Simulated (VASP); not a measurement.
# BC (Fm-3m) in VASP: a series of runs

Runs on BC. Level: PBE. Tasks: single point.

Program: VASP 6.6.1. These are calculated values, not measurements. Logs are shortened: lines on timing, memory, paths and dates and some standing lists are left out, and cuts for length are marked.

### 1 The cell of the first run

Symmetry: Fm-3m, No. 225, cubic system. The conventional cell has a = 3.850 Å, b = 3.850 Å, c = 3.850 Å, α = 90.00°, β = 90.00°, γ = 90.00°. Within 2.6 Å of B (site symmetry m-3m) lie 6 C at 1.92 Å. C (site symmetry m-3m) has 6 B at 1.92 Å within 2.6 Å.

### 2 Single point, PBE

Contents of INCAR:

```
ALGO     = Normal         # electronic algorithm
EDIFF    = 1E-6           # SCF threshold, eV
ENCUT    = 600            # plane-wave cutoff, eV
GGA      = PE             # functional
GGA_COMPAT= F            
ISIF     = 2              # what is computed and relaxed
ISMEAR   = 0              # smearing method
LASPH    = T              # aspherical terms in the spheres
LCHARG   = F              # write CHGCAR
LREAL    = F              # projectors in reciprocal space
LWAVE    = F              # write WAVECAR
NBANDS   = 10             # bands
NELM     = 120            # most SCF steps
PREC     = Accurate       # precision mode
SIGMA    = 0.1            # smearing width, eV
```

Contents of KPOINTS:

```
k-points
0
Gamma
  8 8 8
```

Contents of POSCAR:

```
BC
1.0
    0.0000000000      1.9248031288      1.9248031288
    1.9248031288      0.0000000000      1.9248031288
    1.9248031288      1.9248031288      0.0000000000
B C
1 1
Direct
    0.0000000000      0.0000000000      0.0000000000
    0.5000000000      0.5000000000      0.5000000000
```

Potentials or basis: VASP PAW PBE potentials, release 64 (B, C).

On the command line:

```sh
$ cat potpaw_PBE.64/B/POTCAR potpaw_PBE.64/C/POTCAR > POTCAR
$ mpirun -np 1 vasp_std > vasp.out
```

OUTCAR:

```text
EDIFF = 1E-6
   ENCUT = 600
   GGA = PE
   ISIF = 2
   ISMEAR = 0
   LASPH = T
   LREAL = F
   NELM = 120
   PREC = Accurate

 ion  position               nearest neighbor table
   1  0.000  0.000  0.000-   2 1.92   2 1.92   2 1.92   2 1.92   2 1.92   2 1.92
   2  0.500  0.500  0.500-   1 1.92   1 1.92   1 1.92   1 1.92   1 1.92   1 1.92

  LATTYP: Found a face centered cubic cell.
 ALAT       =     3.8496062576

  Lattice vectors:

 A1 = (   0.0000000000,   1.9248031288,   1.9248031288)
 A2 = (   1.9248031288,   0.0000000000,   1.9248031288)
 A3 = (   1.9248031288,   1.9248031288,   0.0000000000)

Analysis of symmetry for initial positions (statically):
=====================================================================
 Subroutine PRICEL returns:
 Original cell was already a primitive cell.

 Routine SETGRP: Setting up the symmetry group for a
 face centered cubic supercell.

 Subroutine GETGRP returns: Found 48 space group operations
 (whereof 48 operations were pure point group operations)
 out of a pool of 48 trial point group operations.

The static configuration has the point symmetry O_h .

Analysis of symmetry for dynamics (positions and initial velocities):
=====================================================================
 Subroutine PRICEL returns:
 Original cell was already a primitive cell.

 Routine SETGRP: Setting up the symmetry group for a
 face centered cubic supercell.

 Subroutine GETGRP returns: Found 48 space group operations
 (whereof 48 operations were pure point group operations)
 out of a pool of 48 trial point group operations.

The dynamic configuration has the point symmetry O_h .

 Subroutine INISYM returns: Found 48 space group operations
 (whereof 48 operations are pure point group operations),
 and found     1 'primitive' translations

----------------------------------------------------------------------------------------

                                     Primitive cell

  volume of cell :      14.2623

  direct lattice vectors                    reciprocal lattice vectors
     0.000000000  1.924803129  1.924803129    -0.259766826  0.259766826  0.259766826
     1.924803129  0.000000000  1.924803129     0.259766826 -0.259766826  0.259766826
     1.924803129  1.924803129  0.000000000     0.259766826  0.259766826 -0.259766826

  length of vectors
     2.722082690  2.722082690  2.722082690     0.449929341  0.449929341  0.449929341

  position of ions in fractional coordinates (direct lattice)
     0.000000000  0.000000000  0.000000000
     0.500000000  0.500000000  0.500000000

  ion indices of the primitive-cell ions
   primitive index   ion index
                 1           1
                 2           2

----------------------------------------------------------------------------------------

 KPOINTS: k-points

Automatic generation of k-mesh.
 Grid dimensions read from file:
 generate k-points for:    8    8    8

 Generating k-lattice:

  Cartesian coordinates                     Fractional coordinates (reciprocal lattice)
    -0.032470853  0.032470853  0.032470853     0.125000000  0.000000000  0.000000000
     0.032470853 -0.032470853  0.032470853     0.000000000  0.125000000  0.000000000
     0.032470853  0.032470853 -0.032470853     0.000000000  0.000000000  0.125000000

  Length of vectors
     0.056241168  0.056241168  0.056241168

  Shift w.r.t. Gamma in fractional coordinates (k-lattice)
     0.000000000  0.000000000  0.000000000

 Subroutine IBZKPT returns following result:
 ===========================================

 Found     29 irreducible k-points:

 Following reciprocal coordinates:
            Coordinates               Weight
  0.000000  0.000000  0.000000      1.000000
  0.125000  0.000000  0.000000      8.000000
  0.250000  0.000000  0.000000      8.000000
  0.375000  0.000000  0.000000      8.000000
  0.500000  0.000000  0.000000      4.000000
  0.125000  0.125000  0.000000      6.000000
[... 16 lines left out ...]
  0.500000  0.250000  0.125000     48.000000
 -0.375000  0.250000  0.125000     24.000000
 [... further k-points ...]
   k-points           NKPTS =     29   k-points in BZ     NKDIM =     29   number of bands    NBANDS=     10
   number of dos      NEDOS =    301   number of ions     NIONS =      2
   total plane-waves  NPLWV =  13824
   dimension x,y,z NGX =    24 NGY =   24 NGZ =   24
   dimension x,y,z NGXF=    48 NGYF=   48 NGZF=   48
   ions per type =               1   1
   NGX,Y,Z   is equivalent  to a cutoff of  14.66, 14.66, 14.66 a.u.
   NGXF,Y,Z  is equivalent  to a cutoff of  29.32, 29.32, 29.32 a.u.
 SYSTEM =  unknown system
   PREC   = accura    normal or accurate (medium, high low for compatibility)
   ISTART =      0    job   : 0-new  1-cont  2-samecut
   ICHARG =      2    charge: 1-file 2-atom 10-const
   ISPIN  =      1    spin polarized calculation?
   LNONCOLLINEAR =      F non collinear calculations
   LSORBIT =      F    spin-orbit coupling
   LASPH  =      T    aspherical Exc in radial PAW
   ENCUT  =  600.0 eV  44.10 Ry    6.64 a.u.   5.44  5.44  5.44*2*pi/ulx,y,z
   NELM   =    120;   NELMIN=  2; NELMDL= -5     # of ELM steps
   EDIFF  = 0.1E-05   stopping-criterion for ELM
   LREAL  =      F    real-space projection
   EDIFFG = 0.1E-04   stopping-criterion for IOM
   NSW    =      0    number of steps for IOM
   IBRION =     -1    ionic relax: 0-MD 1-quasi-New 2-CG
   NFREE  =      0    steps in history (QN), initial steepest desc. (CG)
   ISIF   =      2    stress and relaxation
   ISYM   =      2    0-nonsym 1-usesym 2-fastsym
   POTIM  = 0.5000    time-step for ionic-motion
   TEBEG  =    0.0;   TEEND  =   0.0 temperature during run
   PSTRESS=    0.0 pullay stress
   NELECT =       7.0000    total number of electrons
   NUPDOWN=      -1.0000    fix difference up-down
   EMIN   =  10.00;   EMAX   =-10.00  energy-range for DOS
   EFERMI =   0.00;   METHOD = LEGACY
   ISMEAR =     0;   SIGMA  =   0.10  broadening in eV -4-tet -1-fermi 0-gaus
   EFERMI_NEDOS =   21; number of points for ismear=-14 and -15
   IALGO  =     38    algorithm
   IMIX   =      4    mixing-type and parameters
     AMIX     =   0.40;   BMIX     =  1.00
     AMIX_MAG =   1.60;   BMIX_MAG =  1.00
  volume/ion in A,a.u.               =       7.13        48.12
  Fermi-wavevector in a.u.,A,eV,Ry     =   1.291352  2.440301 22.688928  1.667589
  Thomas-Fermi vector in A             =   2.423127
   LORBIT       =      0    0 simple, 1 ext, 2 COOP (PROOUT), +10 PAW based schemes
   GGA     = PE    functional components
   LHFCALC =     F    Hartree Fock is set to
   AEXX    =    0.0000 exact exchange contribution
   IVDW    =     0    specifies the selected vdW correction
   LEPSILON=     F    determine dielectric tensor
   LRPA    =     F    only Hartree local field effects (RPA)
 non-spin polarized calculation
 Gauss-broadening in eV      SIGMA  =   0.10
  energy-cutoff  :      600.00
  volume of cell :       14.26
 maximum number of plane-waves:       531
 NGX is ok and might be reduce to    24
   NGX = 11   NGY = 11   NGZ = 11

 number of electron       7.0000000 magnetization

 Free energy of the ion-electron system (eV)
  ---------------------------------------------------
  ext. energy  EPLUGINS =         0.00000000
  ---------------------------------------------------
  free energy    TOTEN  =       -12.65395684 eV

  energy without entropy =      -12.65019288  energy(sigma->0) =      -12.65207486

 E-fermi :   6.5437     XC(G=0): -12.3586

 val. band max:        6.5188576192   @ k =   0.5000   0.1250   0.0000
 cond. band min:       6.9740868864   @ k =   0.5000   0.1250   0.0000
 fundamental gap:      0.4552292672
 Fermi energy:         6.5436928036

 k-point     1 :       0.0000    0.0000    0.0000
  band No.  band energies     occupation
      1     -10.2137      2.00000
      2       7.8693      0.00000
      3       7.8693      0.00000
      4       7.8693      0.00000
      5      16.3742      0.00000
      6      17.5585      0.00000
      7      17.5585      0.00000
      8      17.5585      0.00000
      9      23.2361      0.00000
     10      23.2361      0.00000

 k-point     2 :       0.1250    0.0000    0.0000
  band No.  band energies     occupation
      1      -9.8312      2.00000
      2       6.2907      1.99965
      3       7.8646      0.00000
      4       7.8646      0.00000
      5      16.4061      0.00000
      6      16.4061      0.00000
      7      16.6142      0.00000
      8      17.5328      0.00000
      9      22.5130      0.00000
     10      24.1214      0.00000

 k-point     3 :       0.2500    0.0000    0.0000
  band No.  band energies     occupation
      1      -8.6956      2.00000
      2       2.9527      2.00000
      3       7.9463      0.00000
      4       7.9463      0.00000
      5      14.2023      0.00000
      6      14.2023      0.00000
      7      15.9867      0.00000
      8      17.9692      0.00000
      9      23.2324      0.00000
     10      26.6098      0.00000

 k-point     4 :       0.3750    0.0000    0.0000
  band No.  band energies     occupation
      1      -6.8696      2.00000
      2      -0.5758      2.00000
      3       8.2392      0.00000
      4       8.2392      0.00000
      5      12.2710      0.00000
      6      12.2710      0.00000
      7      15.3122      0.00000
      8      18.1308      0.00000
      9      25.5198      0.00000
     10      30.4030      0.00000

 k-point     5 :       0.5000    0.0000    0.0000
  band No.  band energies     occupation
      1      -5.1428      2.00000
      2      -2.9178      2.00000
      3       8.4978      0.00000
      4       8.4978      0.00000
      5      11.4194      0.00000
      6      11.4194      0.00000
      7      15.0650      0.00000
      8      18.1521      0.00000
      9      27.5848      0.00000
     10      30.4380      0.00000

 k-point     6 :       0.1250    0.1250    0.0000
  band No.  band energies     occupation
      1      -9.7033      2.00000
      2       6.9988      0.00000
      3       6.9988      0.00000
      4       7.4541      0.00000
      5      14.3491      0.00000
      6      17.1830      0.00000
      7      17.8021      0.00000
      8      17.8021      0.00000
      9      20.6727      0.00000
     10      25.4144      0.00000
[... 183 lines left out ...]
 k-point    21 :       0.5000    0.5000    0.0000
  band No.  band energies     occupation
      1      -2.6625      2.00000
      2      -1.6874      2.00000
      3       3.6107      2.00000
      4       3.6107      2.00000
      5       7.6135      0.00000
      6      15.3146      0.00000
      7      20.2272      0.00000
      8      20.2272      0.00000
      9      22.2579      0.00000
     10      34.5209      0.00000

 k-point    22 :       0.3750    0.2500    0.1250
  band No.  band energies     occupation
      1      -7.6874      2.00000
      2       3.2977      2.00000
      3       4.2238      2.00000
      4       7.5745      0.00000
      5      10.8255      0.00000
      6      15.8799      0.00000
      7      18.5683      0.00000
      8      18.8050      0.00000
      9      20.3482      0.00000
     10      29.1116      0.00000

 k-point    23 :       0.5000    0.2500    0.1250
  band No.  band energies     occupation
      1      -5.8759      2.00000
      2       0.2974      2.00000
      3       3.7999      2.00000
      4       6.1034      2.00000
      5      11.6248      0.00000
      6      14.3535      0.00000
      7      18.4610      0.00000
      8      19.7637      0.00000
      9      22.3123      0.00000
     10      30.0748      0.00000

 k-point    24 :      -0.3750    0.2500    0.1250
  band No.  band energies     occupation
      1      -4.1713      2.00000
      2      -1.9701      2.00000
      3       4.0717      2.00000
      4       5.1742      2.00000
      5      12.6241      0.00000
      6      13.1631      0.00000
      7      18.3476      0.00000
      8      20.0506      0.00000
      9      25.3248      0.00000
     10      26.3940      0.00000

 [... further k-points ...]

------------------------ aborting loop because EDIFF is reached ----------------------------------------

  FORCE on cell =-STRESS in cart. coord.  units (eV):
  Direction    XX          YY          ZZ          XY          YZ          ZX
  --------------------------------------------------------------------------------------
  -------------------------------------------------------------------------------------
  Total       -4.0080245     -4.0080245     -4.0080245     -0.0000000      0.0000000      0.0000000
  in kB     -450.2482219   -450.2482219   -450.2482219     -0.0000000      0.0000000      0.0000000
  external PRESSURE =    -450.2482219 kB  Pullay stress =       0.0000000 kB

 VOLUME and BASIS-vectors are now :
 -----------------------------------------------------------------------------
  energy-cutoff  :      600.00
  volume of cell :       14.26
      direct lattice vectors                 reciprocal lattice vectors
     0.000000000  1.924803129  1.924803129    -0.259766826  0.259766826  0.259766826
     1.924803129  0.000000000  1.924803129     0.259766826 -0.259766826  0.259766826
     1.924803129  1.924803129  0.000000000     0.259766826  0.259766826 -0.259766826

 POSITION                                       TOTAL-FORCE (eV/Angst)
 -----------------------------------------------------------------------------------
      0.00000      0.00000      0.00000         0.000000      0.000000      0.000000
      1.92480      1.92480      1.92480         0.000000      0.000000      0.000000
 -----------------------------------------------------------------------------------
    total drift:                                0.000000     -0.000000      0.000000

  FREE ENERGIE OF THE ION-ELECTRON SYSTEM (eV)
  ---------------------------------------------------
  free  energy   TOTEN  =       -12.6539568398 eV

  energy  without entropy=      -12.6501928758  energy(sigma->0) =      -12.65207486
```

Run time: 3.9 s. Hardware: 1 thread of Intel Xeon 6975P-C (Granite Rapids), shared host; peak memory 0.13 GiB.

Results:

| Property | Result |
| --- | --- |
| Free energy | -12.6540 eV |
| Pressure | -45.0 GPa |
| Band gap on the k mesh | zero (an odd number of electrons rules out a gap without spin polarisation) |

Caveat: the cell stands under tension.

### 3 Single point, PBE

This run uses another cell than the first one, of 5.80 Å³/atom.

Contents of INCAR:

```
PREC = Accurate ; ENCUT = 600
EDIFF = 1E-6 ; ISMEAR = 0
SIGMA = 0.1 ; LREAL = False
LASPH = True ; NELM = 120
ALGO = Normal ; ISIF = 2
LWAVE = False ; LCHARG = False
GGA = PE ; NBANDS = 10
GGA_COMPAT = False
```

Contents of KPOINTS:

```
Automatic mesh
0
Gamma
  26 26 26
```

Contents of POSCAR:

```
BC
1.0
    0.0000000000      1.7964347050      1.7964347050
    1.7964347050      0.0000000000      1.7964347050
    1.7964347050      1.7964347050      0.0000000000
B C
1 1
Direct
    0.0000000000      0.0000000000      0.0000000000
    0.5000000000      0.5000000000      0.5000000000
```

Potentials or basis: VASP PAW PBE potentials, release 64 (B, C).

On the command line:

```sh
$ cat potpaw_PBE.64/B/POTCAR potpaw_PBE.64/C/POTCAR > POTCAR
$ mpirun -np 1 vasp_std > vasp.out
```

It took 22 s on 1 thread of Intel Xeon 6975P-C (Granite Rapids), shared host; peak memory 0.18 GiB.

Results (log left out):

| Quantity | Value |
| --- | --- |
| Free energy | -13.0857 eV |
| Pressure | -0.1 GPa |
| Band gap on the k mesh | zero (an odd number of electrons rules out a gap without spin polarisation) |

Levels at points of the mesh, in eV from the Fermi level:
```
           k point  band 1  band 2  band 3  band 4  band 5  band 6  band 7  band 8  band 9
(0.00, 0.00, 0.00)  -19.31    1.35    1.35    1.35   12.87   12.87   12.87   14.22   17.68
(0.50, 0.00, 0.00)  -13.36  -11.23    1.95    1.95    5.24    5.24   10.62   14.58   23.64
(0.50, 0.50, 0.00)  -10.35   -9.94   -3.91   -3.91    2.46    8.48   16.31   16.31   18.92
```
